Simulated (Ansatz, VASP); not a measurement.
One calculation of GaN, two programs

Contents of INCAR:

```
SYSTEM = GaN
PREC = Accurate ; ENCUT = 520
EDIFF = 1E-8 ; ISMEAR = -1
SIGMA = 0.02 ; LREAL = .FALSE.
LASPH = .TRUE. ; NELM = 100
ALGO = Normal ; ISIF = 2
LWAVE = .FALSE. ; LCHARG = .FALSE.
GGA = PS ; LEFG = .TRUE.
NBANDS = 16
```

KPOINTS

```
Automatic mesh
0
G
  13 13 13
  0 0 0
```

Contents of POSCAR:

```
GaN
1.0
    0.0000000000      1.9723723612      1.9723723612
    1.9723723612      0.0000000000      1.9723723612
    1.9723723612      1.9723723612      0.0000000000
Ga N
1 1
Direct
    0.5000000000      0.5000000000      0.5000000000
    0.0000000000      0.0000000000      0.0000000000
```

Input for Ansatz:

```yaml
crystal:
  lattice:
    - [0.0, 1.9723723612, 1.9723723612]
    - [1.9723723612, 0.0, 1.9723723612]
    - [1.9723723612, 1.9723723612, 0.0]
  atoms:
    - { symbol: Ga, position: [0.5, 0.5, 0.5] }
    - { symbol: "N", position: [0.0, 0.0, 0.0] }
kpoints:
  mp_grid: { grid: [13, 13, 13] }
scf:
  occupations: { method: fermi_dirac, width: 0.02 }
hamiltonian:
  xc: pbesol
  pseudopotentials: { kind: paw }
output:
  forces: true
  stress: true
  eigenvalues: true
  efg: { contact_densities: true }
  write_density: true
  write_potential: true
  elf: true
  volumetric_format: npy
```

Change from the starting cell: volume scaled by 0.97, PAW files.

Alike in both runs: task electric field gradients; functional PBEsol; k mesh 13 × 13 × 13; occupations fermi-dirac, width 0.02 eV; no spin polarisation.

|  | VASP | Ansatz |
| --- | --- | --- |
| version | VASP 6.6.1 | Ansatz 0.2.0 |
| potentials or method | VASP PAW PBE potentials, release 64 (Ga_d, N) | PAW with Ansatz's default frozen-core files, scalar-relativistic |
| plane-wave cutoff (eV) | 520 | 420 |
| valence electrons in the cell | 18 | 18 |

```csv
,VASP,Ansatz,Ansatz less VASP
gap on the k mesh at the Fermi level (eV),2.04,2.05,+0.011
pressure (GPa),74.8,73.9,-0.87
```

VASP's potentials were made for PBE, not for PBEsol. Both programs put the cell under a high pressure, so it lies far from rest at this level.

Noted on VASP's run: the cell as given lies far from equilibrium.
